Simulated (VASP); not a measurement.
Here is a VASP 6.6.1 calculation.

The input POSCAR:

```
AlCo3
1.0
    3.5749480000      0.0000000000      0.0000000000
    0.0000000000      3.5749480000      0.0000000000
    0.0000000000      0.0000000000      3.5749480000
Al Co
1 3
Direct
    0.0000000000      0.0000000000      0.0000000000
    0.5000000000      0.5000000000      0.0000000000
    0.5000000000      0.0000000000      0.5000000000
    0.0000000000      0.5000000000      0.5000000000
```

INCAR.step1

```
SYSTEM = AlCo3
PREC     = Accurate       ! precision mode
ENCUT    = 520            ! plane-wave cutoff, eV
ISMEAR   = 1              ! smearing method
SIGMA    = 0.2            ! smearing width, eV
LREAL    = .FALSE.        ! projectors in reciprocal space
LASPH    = .TRUE.         ! aspherical terms in the spheres
NELM     = 150            ! most SCF steps
ISPIN    = 2              ! spin polarisation
MAGMOM   = 0 1.76 1.76 1.76 ! initial moments
LMAXMIX  = 4              ! l up to which the mixer works
NBANDS   = 27             ! bands
GGA      = PE             ! functional
ALGO     = Normal         ! electronic algorithm
EDIFF    = 1E-4           ! SCF threshold, eV
LWAVE    = .TRUE.         ! write WAVECAR
LCHARG   = .FALSE.        ! write CHGCAR
```

Contents of INCAR.step2:

```
SYSTEM = AlCo3
PREC     = Accurate       ! precision mode
ENCUT    = 520            ! plane-wave cutoff, eV
EDIFF    = 1E-6           ! SCF threshold, eV
ISMEAR   = 1              ! smearing method
SIGMA    = 0.2            ! smearing width, eV
LREAL    = .FALSE.        ! projectors in reciprocal space
LASPH    = .TRUE.         ! aspherical terms in the spheres
NELM     = 150            ! most SCF steps
ALGO     = Normal         ! electronic algorithm
ISIF     = 2              ! what is computed and relaxed
LWAVE    = .FALSE.        ! write WAVECAR
LCHARG   = .FALSE.        ! write CHGCAR
ISPIN    = 2              ! spin polarisation
MAGMOM   = 0 1.76 1.76 1.76 ! initial moments
LORBIT   = 11             ! projections on sites
LMAXMIX  = 4              ! l up to which the mixer works
METAGGA  = R2SCAN         ! meta-GGA
LMIXTAU  = .TRUE.       
NBANDS   = 27             ! bands
ISTART   = 1
```

The input KPOINTS:

```
regular mesh
0
G
  12 12 12
  0 0 0
```

Potentials or basis: VASP PAW PBE potentials, release 64 (Al, Co).

Command:

```bash
$ cat potpaw_PBE.64/Al/POTCAR potpaw_PBE.64/Co/POTCAR > POTCAR
$ cp INCAR.step1 INCAR
$ mpirun -np 1 vasp_std > vasp.out
$ cp INCAR.step2 INCAR
$ mpirun -np 1 vasp_std > vasp.out
```

Task: Predict the site moments.

Result: Al -0.04; Co +1.58 μB.

Task: Estimate the pressure.

Result: 1.3 GPa.

Task: What does it give for the net moment?

Result: 4.51 μB per cell.

Caveat: the PAW data sets were made with another functional, which shifts forces and pressure a little.
